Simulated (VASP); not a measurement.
Input of a VASP 6.6.1 run:

File INCAR:

```
ALGO     = Normal         # electronic algorithm
EDIFF    = 1E-6           # SCF threshold, eV
ENCUT    = 520            # plane-wave cutoff, eV
GGA      = RP             # functional
ISIF     = 2              # what is computed and relaxed
ISMEAR   = -1             # smearing method
IVDW     = 13             # dispersion correction
LASPH    = True           # aspherical terms in the spheres
LCHARG   = False          # write CHGCAR
LREAL    = False          # projectors in reciprocal space
LWAVE    = False          # write WAVECAR
NBANDS   = 50             # bands
NELM     = 60             # most SCF steps
PREC     = Accurate       # precision mode
SIGMA    = 0.05           # smearing width, eV
```

File KPOINTS:

```
k-points
0
Gamma
  3 6 6
```

Contents of POSCAR:

```
SnSe
1.0
   11.7543935909      0.0000000000      0.0000000000
    0.0000000000      4.2127163228      0.0000000000
    0.0000000000      0.0000000000      4.5094124356
Sn Se
4 4
Direct
    0.8742903448      0.7500000000      0.8896166610
    0.6257096552      0.2500000000      0.3896166610
    0.3742903448      0.7500000000      0.6103833390
    0.1257096552      0.2500000000      0.1103833390
    0.6419508127      0.7500000000      0.9766261495
    0.8580491873      0.2500000000      0.4766261495
    0.1419508127      0.7500000000      0.5233738505
    0.3580491873      0.2500000000      0.0233738505
```

Potentials or basis: VASP PAW PBE potentials, release 64 (Sn_d, Se).

The run is started by

```bash
$ cat potpaw_PBE.64/Sn_d/POTCAR potpaw_PBE.64/Se/POTCAR > POTCAR
$ mpirun -np 1 vasp_std > vasp.out
```

(1) Predict the band gap on the k mesh.

(2) Predict the dispersion energy per atom.

(3) Predict the largest force.

Answers

(1) 0.68 eV (least direct gap 0.85 eV).

(2) -0.785 eV.

(3) 0.015 eV/Å.

Caveat: semilocal functionals underestimate gaps, and a narrow one can read as zero; the PAW data sets were made with another functional, which shifts forces and pressure a little; spin-orbit coupling is left out, which moves the levels of the heavy elements.

**The experiment to reproduce.**

“Linear dichroism of the optical properties of SnS and SnSe van der Waals crystals”, 2024, arxiv:2409.17412 reports, for a bulk crystal of SnSe at 300 K: band gap 0.89 eV (indirect).

A measured gap of SnSe is 0.89 eV (indirect; 300 K; “Linear dichroism of the optical properties of SnS and SnSe van der Waals crystals”, 2024, arxiv:2409.17412); the calculated 0.68 eV misses it by -0.21 eV. 2 values of this kind are on record (0.89 to 0.99 eV); this one was drawn at random. Spin-orbit coupling on Se, Sn is left out. The value is that of RPBE+D4 on a finite k mesh, which can miss the band edges, without temperature or zero-point motion. Semilocal functionals fall short of measured gaps as a rule.
